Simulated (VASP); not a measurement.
Here is a VASP 6.6.1 calculation.

INCAR

```
SYSTEM = Sr
ALGO     = Normal         ! electronic algorithm
DIPOL    = 0.5 0.5 0.302
EDIFF    = 1E-6           ! SCF threshold, eV
ENCUT    = 520            ! plane-wave cutoff, eV
GGA      = PE             ! functional
IDIPOL   = 3            
ISIF     = 2              ! what is computed and relaxed
ISMEAR   = 0              ! smearing method
LASPH    = .TRUE.         ! aspherical terms in the spheres
LCHARG   = .FALSE.        ! write CHGCAR
LDIPOL   = .TRUE.       
LREAL    = .FALSE.        ! projectors in reciprocal space
LWAVE    = .FALSE.        ! write WAVECAR
NBANDS   = 22             ! bands
NELM     = 80             ! most SCF steps
PREC     = Accurate       ! precision mode
SIGMA    = 0.1            ! smearing width, eV
```

File KPOINTS:

```
k-points
0
G
  4 4 1
  0 0 0
```

POSCAR

```
Sr
1.0
    4.4684136160      0.0000000000      0.0000000000
    0.0000000000      4.4684136160      0.0000000000
    0.0000000000      0.0000000000     29.8369213600
Sr
3
Direct
    0.0000000000      0.0000000000      0.3719303234
    0.0000000000      0.0000000000      0.2313490760
    0.5000000000      0.5000000000      0.3016396997
```

Potentials or basis: VASP PAW PBE potentials, release 64 (Sr_sv).

The run is started by

```sh
$ cat potpaw_PBE.64/Sr_sv/POTCAR > POTCAR
$ mpirun -np 1 vasp_std > vasp.out
```

(1) Estimate the band gap on the k mesh.

(2) Estimate the largest force.

Results:

(1) zero (band 15 reaches -0.93 eV, above the bottom of band 16 at -1.57 eV).

(2) 0.659 eV/Å.
